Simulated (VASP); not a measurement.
Wanted: the native input for a VASP 6.6.1 run.

```yaml
Task: single point
Functional: PBEsol
Potentials_or_basis: VASP PAW PBE potentials, release 64 (V_sv)
Cutoff: 520 eV
k_mesh: 20 × 20 × 20
Occupations: gaussian, width 0.1 eV
Spin: no spin polarisation
Dipole_correction: no
Further_INCAR_settings: ALGO = Normal; EDIFF = 1e-06; NBANDS = 12
```

The structure of V lies in POSCAR:

```
V
1.0
   -1.4819683742      1.4819683742      1.4819683742
    1.4819683742     -1.4819683742      1.4819683742
    1.4819683742      1.4819683742     -1.4819683742
V
1
Direct
    0.0000000000      0.0000000000      0.0000000000
```

One way to write it, as run:

INCAR

```
PREC     = Accurate       # precision mode
ENCUT    = 520            # plane-wave cutoff, eV
EDIFF    = 1E-6           # SCF threshold, eV
ISMEAR   = 0              # smearing method
SIGMA    = 0.1            # smearing width, eV
LREAL    = F              # projectors in reciprocal space
LASPH    = T              # aspherical terms in the spheres
NELM     = 60             # most SCF steps
ALGO     = Normal         # electronic algorithm
ISIF     = 2              # what is computed and relaxed
LWAVE    = F              # write WAVECAR
LCHARG   = F              # write CHGCAR
GGA      = PS             # functional
NBANDS   = 12             # bands
```

KPOINTS

```
Automatic mesh
0
Gamma
  20 20 20
```

Potentials or basis: VASP PAW PBE potentials, release 64 (V_sv).

Run with:

```bash
$ cat potpaw_PBE.64/V_sv/POTCAR > POTCAR
$ mpirun -np 1 vasp_std > vasp.out
```

It gave:

```json
{"Pressure": "-0.8 GPa", "Band gap on the k mesh": "zero (an odd number of electrons rules out a gap without spin polarisation)"}
```

Caveat: the PAW data sets were made with another functional, which shifts forces and pressure a little.

Wall time 34 s on 1 thread of Intel Xeon 8259CL (shared host), peak memory 0.15 GiB.
